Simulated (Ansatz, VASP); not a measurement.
**One calculation of SnO2, two programs**

File INCAR:

```
  PREC = Accurate
  ENCUT = 520
  EDIFF = 1E-6
  ISMEAR = 0
  SIGMA = 0.05
  LREAL = False
  LASPH = True
  NELM = 60
  ALGO = Normal
  ISIF = 2
  LWAVE = False
  LCHARG = True
  LELF = True
  LVHAR = True
  NBANDS = 35
```

Contents of KPOINTS:

```
regular mesh
0
Gamma
  10 10 10
```

The input POSCAR:

```
SnO2
1.0
   -1.9861130355      1.9861130355      5.0901677926
    1.9861130355     -1.9861130355      5.0901677926
    1.9861130355      1.9861130355     -5.0901677926
Sn O
2 4
Direct
    0.7500000000      0.1996503984      0.4496503984
    0.0000000000     -0.0503496016     -0.0503496016
    0.7969975836      0.7969975836      0.0000000000
    0.9530024164      0.4530024164      0.5000000000
    0.2030024164      0.2030024164      0.0000000000
    0.5469975836      0.0469975836      0.5000000000
```

Input for Ansatz:

```yaml
crystal:
  lattice:
    - [-1.9861130355, 1.9861130355, 5.0901677926]
    - [1.9861130355, -1.9861130355, 5.0901677926]
    - [1.9861130355, 1.9861130355, -5.0901677926]
  atoms:
    - { symbol: Sn, position: [0.75, 0.1996503984, 0.4496503984] }
    - { symbol: Sn, position: [0.0, -0.0503496016, -0.0503496016] }
    - { symbol: O, position: [0.7969975836, 0.7969975836, 0.0] }
    - { symbol: O, position: [0.9530024164, 0.4530024164, 0.5] }
    - { symbol: O, position: [0.2030024164, 0.2030024164, 0.0] }
    - { symbol: O, position: [0.5469975836, 0.0469975836, 0.5] }
basis:
  ecutwfc: 420
kpoints:
  mp_grid: { grid: [10, 10, 10] }
hamiltonian:
  xc: lda
scf:
  occupations: { method: gaussian, width: 0.05 }
output:
  forces: true
  stress: true
  eigenvalues: true
  write_density: true
  write_potential: true
  elf: true
  volumetric_format: npy
```

Change from the starting cell: all Sn atoms moved -0.200 Å, as atom 1 along Cartesian [1 0 0].

Alike in both runs: task single point; functional LDA; k mesh 10 × 10 × 10; occupations gaussian, width 0.05 eV; no spin polarisation.

```csv
,VASP,Ansatz
version,VASP 6.6.1,Ansatz 0.2.0
potentials or method,"VASP PAW LDA potentials, release 64 (Sn_d, O), cutoff 520 eV","scalar-relativistic, plane waves, PAW"
valence electrons in the cell,52,52
```

```tsv
	VASP	Ansatz	Ansatz less VASP
gap on the k mesh at the Fermi level (eV)	1.82	1.79	-0.025
least direct gap on the mesh (eV)	2.10	2.07	-0.029
pressure (GPa)	5.9	5.1	-0.80
traceless stress, the component that is largest in VASP (GPa)	11.18	11.45	+0.273
rms of the force components (eV/Å)	1.950	1.920	-0.0302
```

LDA's correlation is that of Perdew and Zunger in VASP and of Perdew and Wang (1992) in Ansatz. Atom by atom the forces differ by 0.037 eV/Å (rms over components).
